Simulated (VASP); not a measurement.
A run of VASP 6.6.1 is set up as follows.

Contents of INCAR:

```
SYSTEM = C3N
PREC = Accurate
ENCUT = 520
EDIFF = 1E-6
ISMEAR = 0
SIGMA = 0.1
LREAL = .False.
LASPH = .True.
NELM = 150
ALGO = Normal
ISIF = 2
LWAVE = .False.
LCHARG = .False.
ISPIN = 2
MAGMOM = 1 1 1 1 1 1 1 1
LORBIT = 11
GGA = PE
NBANDS = 31
```

Contents of KPOINTS:

```
Automatic mesh
0
Gamma
  6 6 8
  0 0 0
```

The input POSCAR:

```
C3N
1.0
    4.9671908084      0.0000000000      0.0000000000
   -2.4835954042      4.3017134255      0.0000000000
    0.0000000000      0.0000000000      2.2944271449
C N
6 2
Direct
    0.1579095097      0.3158190193      0.2500000000
    0.1579095097      0.8420904903      0.2500000000
    0.6841809807      0.8420904903      0.2500000000
    0.8420904903      0.6841809807      0.7500000000
    0.8420904903      0.1579095097      0.7500000000
    0.3158190193      0.1579095097      0.7500000000
    0.3333333333      0.6666666667      0.7500000000
    0.6666666667      0.3333333333      0.2500000000
```

Potentials or basis: VASP PAW PBE potentials, release 64 (C, N).

Launch:

```bash
$ cat potpaw_PBE.64/C/POTCAR potpaw_PBE.64/N/POTCAR > POTCAR
$ mpirun -np 1 vasp_std > vasp.out
```

Task: What does it give for the pressure?

Result: 0.4 GPa.

Task: Predict the band gap on the k mesh.

Result: Zero (filled and empty bands overlap).

Task: Predict the largest force.

Result: 0.242 eV/Å.

Forces on the atoms (eV/Å):
```
C    0.000 -0.242  0.000
C   -0.210  0.121  0.000
C    0.210  0.121  0.000
C    0.000  0.242  0.000
C    0.210 -0.121  0.000
C   -0.210 -0.121  0.000
N    0.000  0.000  0.000
N    0.000  0.000  0.000
```
